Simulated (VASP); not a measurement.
Wanted: the native input for a VASP 6.6.1 run.

| Item | Value |
| --- | --- |
| Task | single point |
| Functional | LDA |
| Potentials or basis | VASP PAW LDA potentials, release 64 (Pb_d, Se) |
| Cutoff | 520 eV |
| k mesh | 2 × 4 × 4 |
| Occupations | gaussian, width 0.01 eV |
| Spin | no spin polarisation |
| Dipole correction | no |
| Further INCAR settings | ALGO = Normal; EDIFF = 1e-07; NBANDS = 50 |

The structure of PbSe lies in POSCAR:

```
PbSe
1.0
   13.2198200000      0.0000000000      0.0000000000
    0.0000000000      4.4564500000      0.0000000000
    0.0000000000      0.0000000000      4.4151800000
Pb Se
4 4
Direct
    0.8595800000      0.7500000000      0.9102900000
    0.3595800000      0.7500000000      0.5897100000
    0.1404200000      0.2500000000      0.0897100000
    0.6404200000      0.2500000000      0.4102900000
    0.6423100000      0.7500000000      0.9517500000
    0.1423100000      0.7500000000      0.5482500000
    0.3576900000      0.2500000000      0.0482500000
    0.8576900000      0.2500000000      0.4517500000
```

The input as run:

INCAR

```
SYSTEM = PbSe
PREC     = Accurate       ! precision mode
ENCUT    = 520            ! plane-wave cutoff, eV
EDIFF    = 1E-7           ! SCF threshold, eV
ISMEAR   = 0              ! smearing method
SIGMA    = 0.01           ! smearing width, eV
LREAL    = .False.        ! projectors in reciprocal space
LASPH    = .True.         ! aspherical terms in the spheres
NELM     = 80             ! most SCF steps
ALGO     = Normal         ! electronic algorithm
ISIF     = 2              ! what is computed and relaxed
LWAVE    = .False.        ! write WAVECAR
LCHARG   = .False.        ! write CHGCAR
GGA      = CA             ! functional
NBANDS   = 50             ! bands
```

KPOINTS

```
regular mesh
0
Gamma
  2 4 4
  0 0 0
```

Potentials or basis: VASP PAW LDA potentials, release 64 (Pb_d, Se).

The run is started by

```bash
$ cat potpaw_LDA.64/Pb_d/POTCAR potpaw_LDA.64/Se/POTCAR > POTCAR
$ mpirun -np 1 vasp_std > vasp.out
```

It gave:

```json
{"Pressure": "-4.4 GPa", "Largest force": "0.312 eV/Å", "Band gap on the k mesh": "1.20 eV (least direct gap 1.24 eV)"}
```

Caveat: the cell stands under tension; spin-orbit coupling is left out, which moves the levels of the heavy elements.

Wall time 7.3 min on 1 thread of Intel Xeon 8259CL, with other jobs on the host, peak memory 0.38 GiB.
